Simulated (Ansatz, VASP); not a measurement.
One calculation of CdS, two programs

Contents of INCAR:

```
SYSTEM = CdS
PREC     = Accurate       ! precision mode
ENCUT    = 500            ! plane-wave cutoff, eV
EDIFF    = 1E-6           ! SCF threshold, eV
ISMEAR   = -1             ! smearing method
SIGMA    = 0.05           ! smearing width, eV
LREAL    = .False.        ! projectors in reciprocal space
LASPH    = .True.         ! aspherical terms in the spheres
NELM     = 120            ! most SCF steps
ALGO     = Normal         ! electronic algorithm
ISIF     = 2              ! what is computed and relaxed
LWAVE    = .False.        ! write WAVECAR
LCHARG   = .True.         ! write CHGCAR
GGA      = PE             ! functional
LELF     = .True.         ! ELF
LVHAR    = .True.       
NBANDS   = 16             ! bands
GGA_COMPAT= .False.
```

KPOINTS

```
regular mesh
0
Gamma
  14 14 14
  0 0 0
```

POSCAR

```
CdS
1.0
    2.7940474238      0.0000000000      0.0000000000
    0.0000000000      2.7940474238      0.0000000000
    0.0000000000      0.0000000000      2.7940474238
Cd S
1 1
Direct
    0.0000000000      0.0000000000      0.0000000000
    0.5000000000      0.5000000000      0.5000000000
```

Input for Ansatz:

```yaml
crystal:
  lattice:
    - [2.7940474238, 0.0, 0.0]
    - [0.0, 2.7940474238, 0.0]
    - [0.0, 0.0, 2.7940474238]
  atoms:
    - { symbol: Cd, position: [0.0, 0.0, 0.0] }
    - { symbol: S, position: [0.5, 0.5, 0.5] }
kpoints:
  mp_grid: { grid: [14, 14, 14] }
  band_path:
    path:
      - [0.0, 0.0, 0.0]
      - [0.0, 0.5, 0.0]
      - [0.5, 0.5, 0.0]
      - [0.0, 0.0, 0.0]
      - [0.5, 0.5, 0.5]
      - [0.0, 0.5, 0.0]
      - [0.5, 0.5, 0.5]
      - [0.5, 0.5, 0.0]
    npoints: 8
scf:
  occupations: { method: fermi_dirac, width: 0.05 }
hamiltonian:
  xc: pbe
  pseudopotentials: { kind: paw }
output:
  forces: true
  stress: true
  eigenvalues: true
  populations: true
  dos: { projected: true, de: 0.2, e_range: [-14, 8] }
```

Change from the starting cell: volume scaled by 0.55, PAW files.

Alike in both runs: task single point; functional PBE; k mesh 14 × 14 × 14; occupations fermi-dirac, width 0.05 eV; no spin polarisation.

|  | VASP | Ansatz |
| --- | --- | --- |
| version | VASP 6.6.1 | Ansatz 0.2.0 |
| potentials or method | VASP PAW PBE potentials, release 64 (Cd, S) | PAW with Ansatz's default frozen-core files, scalar-relativistic |
| plane-wave cutoff (eV) | 500 | 420 |
| valence electrons in the cell | 18 | 26 |

VASP gave:

```
pressure (GPa) : 172.7
```

Q: Estimate Ansatz's values.

A: Pressure (GPa): 166.7.

Both programs put the cell under a high pressure, so it lies far from rest at this level. VASP's potentials hold 18 valence electrons a cell and Ansatz's 26, so a difference there can come from the potentials and not from the codes.

Noted on VASP's run: the cell as given lies far from equilibrium.
